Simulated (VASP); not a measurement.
A run of VASP 6.6.1 is set up as follows.

Contents of INCAR:

```
SYSTEM = CaO
ALGO = Normal ; EDIFF = 1E-6
ENCUT = 520 ; GGA = PS
ISIF = 2 ; ISMEAR = -1
IVDW = 13 ; LASPH = .TRUE.
LCHARG = .FALSE. ; LREAL = .FALSE.
LWAVE = .FALSE. ; NBANDS = 15
NELM = 60 ; PREC = Accurate
SIGMA = 0.05
```

The input KPOINTS:

```
k-points
0
G
  10 10 10
  0 0 0
```

The input POSCAR:

```
CaO
1.0
    0.0000000000      2.3749679100      2.3749679100
    2.3749679100      0.0000000000      2.3749679100
    2.3749679100      2.3749679100      0.0000000000
Ca O
1 1
Direct
    0.0000000000      0.0000000000      0.0000000000
    0.5000000000      0.5000000000      0.5000000000
```

Potentials or basis: VASP PAW PBE potentials, release 64 (Ca_sv, O).

Launch:

```console
$ cat potpaw_PBE.64/Ca_sv/POTCAR potpaw_PBE.64/O/POTCAR > POTCAR
$ mpirun -np 1 vasp_std > vasp.out
```

Predict the pressure.

0.6 GPa.

What does it give for the dispersion energy per atom?

-0.098 eV.

What does it give for the band gap on the k mesh?

3.51 eV, indirect (least direct gap 3.88 eV).

Caveat: the PAW data sets were made with another functional, which shifts forces and pressure a little. As with any semilocal functional, this PBEsol gap is likely too small.
